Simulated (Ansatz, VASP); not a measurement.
## Two plane-wave programs on TaN

```
Ta N
1.0
     0.00000    2.17900    2.17900
     2.17900    0.00000    2.17900
     2.17900    2.17900    0.00000
Ta N
1 1
Cartesian
  2.1790 2.1790 2.1790
  0.0000 0.0000 0.0000
```

Alike in both runs: task single point; functional PBE; dispersion D3(BJ); k mesh 8 × 8 × 8; occupations gaussian, width 0.1 eV; collinear spin.

|  | VASP | Ansatz |
| --- | --- | --- |
| version | VASP 6.6.1 | Ansatz 0.2.0 |
| potentials or method | VASP PAW PBE potentials, release 64 (Ta_pv, N), cutoff 600 eV | scalar-relativistic, plane waves, PAW |
| valence electrons in the cell | 16 | 18 |

Ansatz gave:

```
gap on the k mesh at the Fermi level (eV) : none
pressure (GPa)                            : 6.9
net moment per atom (μB)                  : 0.00
```

Q: What did VASP give for the same quantities?

A: gap on the k mesh at the Fermi level (eV): none; pressure (GPa): 7.8; net moment per atom (μB): 0.00.

A gap of «none» marks a metal or a gap that the smearing closes. VASP's potentials hold 16 valence electrons a cell and Ansatz's 18, so a difference there can come from the potentials and not from the codes. Ansatz's warnings: seeded moment not kept.

Neither program's run includes spin-orbit coupling.
